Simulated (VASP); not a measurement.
# Si (a cell with a defect) in VASP: relaxation of the atoms with PBEsol

Aim: the relaxation of the atoms of Si (a cell with a defect) with PBEsol.

Everything below comes from runs of VASP 6.6.1. Logs are shortened: lines on timing, memory, paths and dates and some standing lists are left out, and cuts for length are marked.

## Step 1: The cell of the first run

The cell holds a defect, 17 atoms: a = 7.679 Å, b = 7.679 Å, c = 7.679 Å, α = 60.00°, β = 60.00°, γ = 60.00°.

## Step 2: Relaxation of the atoms, PBEsol

File INCAR:

```
SYSTEM = Si
  PREC = Accurate
  ENCUT = 520
  EDIFF = 1E-7
  ISMEAR = -1
  SIGMA = 0.05
  LREAL = Auto
  LASPH = .TRUE.
  NELM = 80
  ALGO = Normal
  ISIF = 2
  LWAVE = .FALSE.
  LCHARG = .FALSE.
  GGA = PS
  IBRION = 2
  NSW = 80
  EDIFFG = -0.03
```

File KPOINTS:

```
regular mesh
0
G
  2 2 2
  0 0 0
```

File POSCAR:

```
Si
1.0
    0.0000000000      5.4300000000      5.4300000000
    5.4300000000      0.0000000000      5.4300000000
    5.4300000000      5.4300000000      0.0000000000
Si
17
Direct
    0.0000000000      0.0000000000      0.0000000000
    0.1250000000      0.1250000000      0.1250000000
    0.0000000000      0.0000000000      0.5000000000
    0.1250000000      0.1250000000      0.6250000000
    0.0000000000      0.5000000000      0.0000000000
    0.1250000000      0.6250000000      0.1250000000
    0.0000000000      0.5000000000      0.5000000000
    0.1250000000      0.6250000000      0.6250000000
    0.5000000000      0.0000000000      0.0000000000
    0.6250000000      0.1250000000      0.1250000000
    0.5000000000      0.0000000000      0.5000000000
    0.6250000000      0.1250000000      0.6250000000
    0.5000000000      0.5000000000      0.0000000000
    0.6250000000      0.6250000000      0.1250000000
    0.5000000000      0.5000000000      0.5000000000
    0.6250000000      0.6250000000      0.6250000000
    0.3844035900     -0.1198930000      0.3687324500
```

Potentials or basis: VASP PAW PBE potentials, release 64 (Si).

Run with:

```console
cat potpaw_PBE.64/Si/POTCAR > POTCAR
mpirun -np 1 vasp_std > vasp.out
```

OUTCAR:

```text
SYSTEM = Si
   PREC = Accurate
   ENCUT = 520
   EDIFF = 1E-7
   ISMEAR = -1
   LREAL = Auto
   LASPH = .TRUE.
   NELM = 80
   ISIF = 2
   GGA = PS
   IBRION = 2
   NSW = 80
   EDIFFG = -0.03

 ion  position               nearest neighbor table
   1  0.000  0.000  0.000-   2 2.35   4 2.35   6 2.35  10 2.35
   2  0.125  0.125  0.125-   1 2.35   3 2.35   5 2.35   9 2.35  17 2.73
   3  0.000  0.000  0.500-   2 2.35   4 2.35   8 2.35  12 2.35  17 2.41
   4  0.125  0.125  0.625-   1 2.35   3 2.35   7 2.35  11 2.35  17 2.72
   5  0.000  0.500  0.000-   2 2.35   6 2.35   8 2.35  14 2.35
   6  0.125  0.625  0.125-   1 2.35   5 2.35   7 2.35  13 2.35
   7  0.000  0.500  0.500-   4 2.35   6 2.35   8 2.35  16 2.35
   8  0.125  0.625  0.625-   3 2.35   5 2.35   7 2.35  15 2.35  17 2.79
   9  0.500  0.000  0.000-  17 2.31  10 2.35  12 2.35  14 2.35   2 2.35
  10  0.625  0.125  0.125-   1 2.35   9 2.35  11 2.35  13 2.35  17 2.64
  11  0.500  0.000  0.500-  17 2.30  10 2.35  12 2.35  16 2.35   4 2.35
  12  0.625  0.125  0.625-   3 2.35   9 2.35  11 2.35  15 2.35
  13  0.500  0.500  0.000-   6 2.35  10 2.35  14 2.35  16 2.35
  14  0.625  0.625  0.125-   5 2.35   9 2.35  13 2.35  15 2.35  17 2.71
  15  0.500  0.500  0.500-   8 2.35  12 2.35  14 2.35  16 2.35  17 2.38
  16  0.625  0.625  0.625-   7 2.35  11 2.35  13 2.35  15 2.35  17 2.70
  17  0.384  0.880  0.369-  11 2.30   9 2.31  15 2.38   3 2.41  10 2.64  16 2.70  14 2.71   4 2.72
                             2 2.73   8 2.79

  LATTYP: Found a face centered cubic cell.
 ALAT       =    10.8600000000

  Lattice vectors:

 A1 = (   0.0000000000,   5.4300000000,   5.4300000000)
 A2 = (   5.4300000000,   0.0000000000,   5.4300000000)
 A3 = (   5.4300000000,   5.4300000000,   0.0000000000)

Analysis of symmetry for initial positions (statically):
=====================================================================
 Subroutine PRICEL returns:
 Original cell was already a primitive cell.

 Routine SETGRP: Setting up the symmetry group for a
 face centered cubic supercell.

 Subroutine GETGRP returns: Found  1 space group operations
 (whereof  1 operations were pure point group operations)
 out of a pool of 48 trial point group operations.

The static configuration has the point symmetry C_1 .

Analysis of symmetry for dynamics (positions and initial velocities):
=====================================================================
 Subroutine PRICEL returns:
 Original cell was already a primitive cell.

 Routine SETGRP: Setting up the symmetry group for a
 face centered cubic supercell.

 Subroutine GETGRP returns: Found  1 space group operations
 (whereof  1 operations were pure point group operations)
 out of a pool of 48 trial point group operations.

The dynamic configuration has the point symmetry C_1 .

 Subroutine INISYM returns: Found  1 space group operations
 (whereof  1 operations are pure point group operations),
 and found     1 'primitive' translations

----------------------------------------------------------------------------------------

                                     Primitive cell

  volume of cell :     320.2060

  direct lattice vectors                    reciprocal lattice vectors
     0.000000000  5.430000000  5.430000000    -0.092081031  0.092081031  0.092081031
     5.430000000  0.000000000  5.430000000     0.092081031 -0.092081031  0.092081031
     5.430000000  5.430000000  0.000000000     0.092081031  0.092081031 -0.092081031

  length of vectors
     7.679179644  7.679179644  7.679179644     0.159489025  0.159489025  0.159489025

  position of ions in fractional coordinates (direct lattice)
     0.000000000  0.000000000  0.000000000
     0.125000000  0.125000000  0.125000000
     0.000000000  0.000000000  0.500000000
     0.125000000  0.125000000  0.625000000
     0.000000000  0.500000000  0.000000000
     0.125000000  0.625000000  0.125000000
[... 9 lines left out ...]
     0.625000000  0.625000000  0.625000000
     0.384403590  0.880107000  0.368732450

  ion indices of the primitive-cell ions
   primitive index   ion index
                 1           1
                 2           2
                 3           3
                 4           4
                 5           5
                 6           6
[... 9 lines left out ...]
                16          16
                17          17

----------------------------------------------------------------------------------------

 KPOINTS: regular mesh

Automatic generation of k-mesh.
 Grid dimensions read from file:
 generate k-points for:    2    2    2

 Generating k-lattice:

  Cartesian coordinates                     Fractional coordinates (reciprocal lattice)
    -0.046040516  0.046040516  0.046040516     0.500000000  0.000000000  0.000000000
     0.046040516 -0.046040516  0.046040516     0.000000000  0.500000000  0.000000000
     0.046040516  0.046040516 -0.046040516     0.000000000  0.000000000  0.500000000

  Length of vectors
     0.079744512  0.079744512  0.079744512

  Shift w.r.t. Gamma in fractional coordinates (k-lattice)
     0.000000000  0.000000000  0.000000000

 Subroutine IBZKPT returns following result:
 ===========================================

 Found      8 irreducible k-points:

 Following reciprocal coordinates:
            Coordinates               Weight
  0.000000  0.000000  0.000000      1.000000
  0.500000  0.000000  0.000000      1.000000
  0.000000  0.500000  0.000000      1.000000
  0.000000  0.000000  0.500000      1.000000
  0.500000  0.500000  0.500000      1.000000
  0.500000  0.500000  0.000000      1.000000
  0.000000  0.500000  0.500000      1.000000
  0.500000  0.000000  0.500000      1.000000
   k-points           NKPTS =      8   k-points in BZ     NKDIM =      8   number of bands    NBANDS=     43
   number of dos      NEDOS =    301   number of ions     NIONS =     17
   total plane-waves  NPLWV = 216000
   dimension x,y,z NGX =    60 NGY =   60 NGZ =   60
   dimension x,y,z NGXF=   120 NGYF=  120 NGZF=  120
   ions per type =              17
   NGX,Y,Z   is equivalent  to a cutoff of  12.99, 12.99, 12.99 a.u.
   NGXF,Y,Z  is equivalent  to a cutoff of  25.98, 25.98, 25.98 a.u.
 SYSTEM =  Si
   PREC   = accura    normal or accurate (medium, high low for compatibility)
   ISTART =      0    job   : 0-new  1-cont  2-samecut
   ICHARG =      2    charge: 1-file 2-atom 10-const
   ISPIN  =      1    spin polarized calculation?
   LNONCOLLINEAR =      F non collinear calculations
   LSORBIT =      F    spin-orbit coupling
   LASPH  =      T    aspherical Exc in radial PAW
   ENCUT  =  520.0 eV  38.22 Ry    6.18 a.u.  14.28 14.28 14.28*2*pi/ulx,y,z
   NELM   =     80;   NELMIN=  2; NELMDL= -5     # of ELM steps
   EDIFF  = 0.1E-06   stopping-criterion for ELM
   LREAL  =      T    real-space projection
   EDIFFG = -.3E-01   stopping-criterion for IOM
   NSW    =     80    number of steps for IOM
   IBRION =      2    ionic relax: 0-MD 1-quasi-New 2-CG
   NFREE  =      1    steps in history (QN), initial steepest desc. (CG)
   ISIF   =      2    stress and relaxation
   ISYM   =      2    0-nonsym 1-usesym 2-fastsym
   POTIM  = 0.5000    time-step for ionic-motion
   TEBEG  =    0.0;   TEEND  =   0.0 temperature during run
   PSTRESS=    0.0 pullay stress
   NELECT =      68.0000    total number of electrons
   NUPDOWN=      -1.0000    fix difference up-down
   EMIN   =  10.00;   EMAX   =-10.00  energy-range for DOS
   EFERMI =   0.00;   METHOD = LEGACY
   ISMEAR =    -1;   SIGMA  =   0.05  broadening in eV -4-tet -1-fermi 0-gaus
   EFERMI_NEDOS =   21; number of points for ismear=-14 and -15
   IALGO  =     38    algorithm
   IMIX   =      4    mixing-type and parameters
     AMIX     =   0.40;   BMIX     =  1.00
     AMIX_MAG =   1.60;   BMIX_MAG =  1.00
  volume/ion in A,a.u.               =      18.84       127.11
  Fermi-wavevector in a.u.,A,eV,Ry     =   0.976715  1.845724 12.979587  0.953973
  Thomas-Fermi vector in A             =   2.107356
   LORBIT       =      0    0 simple, 1 ext, 2 COOP (PROOUT), +10 PAW based schemes
   GGA     = PS    functional components
   LHFCALC =     F    Hartree Fock is set to
   AEXX    =    0.0000 exact exchange contribution
   IVDW    =     0    specifies the selected vdW correction
   LEPSILON=     F    determine dielectric tensor
   LRPA    =     F    only Hartree local field effects (RPA)
 conjugate gradient relaxation of ions
 non-spin polarized calculation
  energy-cutoff  :      520.00
  volume of cell :      320.21
 maximum number of plane-waves:      8646
 NGX is ok and might be reduce to    60
   NGX = 29   NGY = 29   NGZ = 29

--------------------------------------- Ionic step        1  -------------------------------------------

 number of electron      68.0000004 magnetization

 Free energy of the ion-electron system (eV)
  ---------------------------------------------------
  ext. energy  EPLUGINS =         0.00000000
  ---------------------------------------------------
  free energy    TOTEN  =       -93.79856647 eV

  energy without entropy =      -93.76329517  energy(sigma->0) =      -93.78093082

------------------------ aborting loop because EDIFF is reached ----------------------------------------

  FORCE on cell =-STRESS in cart. coord.  units (eV):
  Direction    XX          YY          ZZ          XY          YZ          ZX
  --------------------------------------------------------------------------------------
  -------------------------------------------------------------------------------------
  Total        8.0040120      8.0040718      8.0062683      0.9974317     -0.0581632      0.2091392
  in kB       40.0487374     40.0490365     40.0600270      4.9907323     -0.2910246      1.0464452
  external PRESSURE =      40.0526003 kB  Pullay stress =       0.0000000 kB
[... 291 lines left out ...]
  energy  without entropy=      -93.9097965113  energy(sigma->0) =      -93.92825046

--------------------------------------- Ionic step        7  -------------------------------------------

 number of electron      68.0000000 magnetization

 Free energy of the ion-electron system (eV)
  ---------------------------------------------------
  ext. energy  EPLUGINS =         0.00000000
  ---------------------------------------------------
  free energy    TOTEN  =       -93.94692021 eV

  energy without entropy =      -93.91007509  energy(sigma->0) =      -93.92849765

 E-fermi :   6.7563     XC(G=0):  -9.8068

 val. band max:        6.5702714495   @ k =   0.0000   0.0000   0.0000
 cond. band min:       6.8117873074   @ k =   0.0000   0.5000   0.5000
 fundamental gap:      0.2415158579
 Fermi energy:         6.7563179973

 k-point     1 :       0.0000    0.0000    0.0000
  band No.  band energies     occupation
      1      -6.3881      2.00000
      2      -3.8340      2.00000
      3      -3.6830      2.00000
      4      -3.6806      2.00000
      5      -3.6794      2.00000
      6      -2.8781      2.00000
[... 401 lines left out ...]
  FREE ENERGIE OF THE ION-ELECTRON SYSTEM (eV)
  ---------------------------------------------------
  free  energy   TOTEN  =       -93.9469202102 eV

  energy  without entropy=      -93.9100750860  energy(sigma->0) =      -93.92849765

 reached required accuracy - stopping structural energy minimisation
```

Wall time 16 min (1 thread of Intel Xeon Platinum 8488C (Sapphire Rapids), shared host); peak memory 0.53 GiB.

What came out:

- Free energy: -93.9469 eV
- Energy gained by relaxing: 8.7 meV/atom
- Ionic steps: 7
- Pressure after relaxing: 3.5 GPa
- Largest force after relaxing: 0.025 eV/Å
- Band gap on the k mesh: zero (bands 34 and 35 overlap by 0.25 eV)

Forces in eV/Å, atoms in the order of the input:
```
Si   0.016 -0.016  0.001
Si  -0.016  0.008  0.009
Si   0.016 -0.015 -0.006
Si  -0.008  0.018  0.012
Si   0.003 -0.002 -0.008
Si  -0.001 -0.001 -0.004
Si   0.003 -0.002 -0.010
Si  -0.004  0.002  0.006
Si  -0.002  0.003  0.016
Si   0.003  0.001 -0.008
Si  -0.007 -0.002  0.010
Si   0.005 -0.003 -0.014
Si  -0.017  0.016  0.006
Si   0.007 -0.013  0.005
Si  -0.017  0.019 -0.001
Si   0.015 -0.008  0.008
Si   0.004 -0.005 -0.023
```

The path:
```tsv
step	energy change (eV)	largest force (eV/Å)	pressure (GPa)
1	0.0000	1.2121	4.01
2	-0.1406	0.2295	3.49
3	-0.1414	0.2429	3.46
4	-0.1469	0.1085	3.45
5	-0.1469	0.1121	3.45
6	-0.1481	0.0579	3.46
7	-0.1484	0.0252	3.46
```

Final structure:
```
CELL_PARAMETERS angstrom
0.00000 5.43000 5.43000
5.43000 0.00000 5.43000
5.43000 5.43000 0.00000
ATOMIC_POSITIONS crystal
Si 0.00092 0.99807 0.00052
Si 0.12220 0.12810 0.12174
Si 0.99572 0.00138 0.50145
Si 0.12222 0.12810 0.62799
Si 0.00070 0.50058 0.00036
Si 0.12490 0.62496 0.12507
Si 0.00072 0.50060 0.49832
Si 0.12214 0.62202 0.62793
Si 0.50256 0.00264 0.99194
Si 0.62821 0.12817 0.12184
Si 0.50272 0.00282 0.50303
Si 0.62738 0.12626 0.62341
Si 0.49797 0.50088 0.00059
Si 0.62816 0.62211 0.12175
Si 0.50166 0.49468 0.50182
Si 0.62816 0.62213 0.62801
Si 0.37807 0.87659 0.37296
```

Caveat: the k points lie up to 0.50 Å⁻¹ apart; the PAW data sets were made with another functional, which shifts forces and pressure a little.

The gap in the log of VASP goes by the Fermi energy; the results here count the filled bands.